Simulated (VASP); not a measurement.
Input of a VASP 6.6.1 run:

Contents of INCAR:

```
SYSTEM = GeW3
PREC = Accurate ; ENCUT = 520
EDIFF = 1E-6 ; ISMEAR = 0
SIGMA = 0.1 ; LREAL = .FALSE.
LASPH = .TRUE. ; NELM = 60
ALGO = Fast ; ISIF = 2
LWAVE = .FALSE. ; LCHARG = .TRUE.
GGA = PE ; LELF = .TRUE.
LVHAR = .TRUE. ; NBANDS = 36
```

KPOINTS

```
Automatic mesh
0
G
  4 4 4
  0 0 0
```

POSCAR

```
GeW3
1.0
    0.0000000000      3.3763019300      3.3763019300
    3.3763019300      0.0000000000      3.3763019300
    3.3763019300      3.3763019300      0.0000000000
Ge W
1 3
Direct
    0.0000000000      0.0000000000      0.0000000000
    0.2500000000      0.2500000000      0.2500000000
    0.7500000000      0.7500000000      0.7500000000
    0.5000000000      0.5000000000      0.5000000000
```

Potentials or basis: VASP PAW PBE potentials, release 64 (Ge_d, W_sv).

Run with:

```bash
$ cat potpaw_PBE.64/Ge_d/POTCAR potpaw_PBE.64/W_sv/POTCAR > POTCAR
$ mpirun -np 1 vasp_std > vasp.out
```

(1) Estimate the pressure.

(2) Estimate the band gap on the k mesh.

## Answers

(1) -30.8 GPa.

(2) zero (band 28 reaches 9.74 eV, above the bottom of band 29 at 7.95 eV).

Caveat: the k points lie up to 0.40 Å⁻¹ apart; spin-orbit coupling is left out, which moves the levels of the heavy elements.
